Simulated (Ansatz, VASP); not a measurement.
This is a calculation of GaCo for VASP 6.6.1.

INCAR

```
SYSTEM = GaCo
ALGO = Normal
EDIFF = 1E-6
ENCUT = 520
GGA = PE
ISIF = 2
ISMEAR = -1
ISPIN = 2
LASPH = .TRUE.
LCHARG = .FALSE.
LMAXMIX = 4
LORBIT = 11
LREAL = .FALSE.
LWAVE = .FALSE.
MAGMOM = 0 2
NBANDS = 22
NELM = 150
NUPDOWN = 2.0
PREC = Accurate
SIGMA = 0.05
```

Contents of KPOINTS:

```
k-points
0
G
  8 8 8
  0 0 0
```

The input POSCAR:

```
GaCo
1.0
    2.8780000000      0.0000000000      0.0000000000
    0.0000000000      2.8780000000      0.0000000000
    0.0000000000      0.0000000000      2.8780000000
Ga Co
1 1
Direct
    0.5000000000      0.5000000000      0.5000000000
    0.0000000000      0.0000000000      0.0000000000
```

Potentials or basis: VASP PAW PBE potentials, release 64 (Ga_d, Co).

Run with:

```console
$ cat potpaw_PBE.64/Ga_d/POTCAR potpaw_PBE.64/Co/POTCAR > POTCAR
$ mpirun -np 1 vasp_std > vasp.out
```

Set up the same calculation for Ansatz 0.2.0. Potentials there: Ansatz PAW.

As run (the cutoff follows the program's own potentials):

input.yaml

```yaml
crystal:
  lattice:
    - [2.878, 0.0, 0.0]
    - [0.0, 2.878, 0.0]
    - [0.0, 0.0, 2.878]
  atoms:
    - { symbol: Ga, position: [0.5, 0.5, 0.5] }
    - { symbol: Co, position: [0.0, 0.0, 0.0], spin: 2.0 }
hamiltonian:
  xc: pbe
  pseudopotentials: { kind: paw }
magnetization:
  spin_polarized: true
  initial_magnetization: 2.0
  spin_locking: { lock_magnetization: hard }
kpoints:
  mp_grid: { grid: [8, 8, 8] }
scf:
  occupations: { method: fermi_dirac, width: 0.05 }
  lower_state_search: "off"
output:
  forces: true
  stress: true
  eigenvalues: true
```

Potentials or basis: Ansatz PAW.

Launch:

```sh
$ ansatz run input.yaml --threads 2 --pin off --max-ram 5632MiB --backend cpu --events-out ev --progress --plain --runs-dir out
```

Both were run:

|  | VASP | Ansatz | Ansatz less VASP |
| --- | --- | --- | --- |
| pressure (GPa) | 17.3 | 17.1 | -0.16 |
| net moment per atom (μB) | 1.00 | 1.00 | 0.000 |
| size of the moment on the site where the two differ most (μB) | 0.12 | 0.08 | -0.037 |

Site moments also hang on the region over which each program counts them. VASP's potentials hold 22 valence electrons a cell and Ansatz's 30, so a difference there can come from the potentials and not from the codes.
